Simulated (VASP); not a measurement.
Here is a VASP 6.6.1 calculation.

File INCAR:

```
PREC = Accurate
ENCUT = 500
EDIFF = 1E-6
ISMEAR = -1
SIGMA = 0.08
LREAL = False
LASPH = True
NELM = 120
ALGO = Normal
ISIF = 2
LWAVE = False
LCHARG = True
LELF = True
LVHAR = True
NBANDS = 22
GGA_COMPAT = False
```

The input KPOINTS:

```
Automatic mesh
0
Gamma
  10 6 6
```

POSCAR

```
Na
1.0
   -1.8070846912      3.1299624987      0.0000000000
    0.0000000000      0.0000000000      5.9046714353
    5.4212540735      3.1299624988      0.0000000000
Na
4
Direct
    0.5000000000      0.2500000000      0.1666666670
    0.0000000000      0.2500000000      0.6666666670
    0.0000000000      0.7500000000      0.3333333330
    0.5000000000      0.7500000000      0.8333333330
```

Potentials or basis: VASP PAW LDA potentials, release 64 (Na_pv).

The run is started by

```bash
$ cat potpaw_LDA.64/Na_pv/POTCAR > POTCAR
$ mpirun -np 1 vasp_std > vasp.out
```

**Question.** Estimate the band gap on the k mesh.

**Answer.** Zero (bands 14 and 15 overlap by 2.65 eV).

**Question.** What does it give for the pressure?

**Answer.** 0.0 GPa.

Stress tensor (GPa, compression positive):
```
-0.11 -0.09  0.00
-0.09 -0.01  0.00
 0.00  0.00 -0.01
```
